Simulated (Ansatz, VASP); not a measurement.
## Ba in VASP and in Ansatz

```xyz
3
Lattice="7.4041 0.0000 0.0000 -3.7020 6.4121 0.0000 0.0000 0.0000 4.3988" Properties=species:S:1:pos:R:3 pbc="T T T"
Ba    7.4041    0.0000    4.3988
Ba    0.0000    4.2747    2.1994
Ba    3.7020    2.1374    2.1994
```

Alike in both runs: task single point; functional RPBE; k mesh 6 × 6 × 8; occupations fermi-dirac, width 0.1 eV; no spin polarisation.

|  | VASP | Ansatz |
| --- | --- | --- |
| version | VASP 6.6.1 | Ansatz 0.2.0 |
| potentials or method | VASP PAW PBE potentials, release 64 (Ba_sv), cutoff 520 eV | plane waves (420 eV) with PAW, scalar-relativistic |
| valence electrons in the cell | 30 | 30 |

```tsv
	VASP	Ansatz	Ansatz less VASP
pressure (GPa)	0.0	0.0	-0.03
```

VASP's potentials were made for PBE, not for RPBE.

Spin-orbit coupling is off throughout.
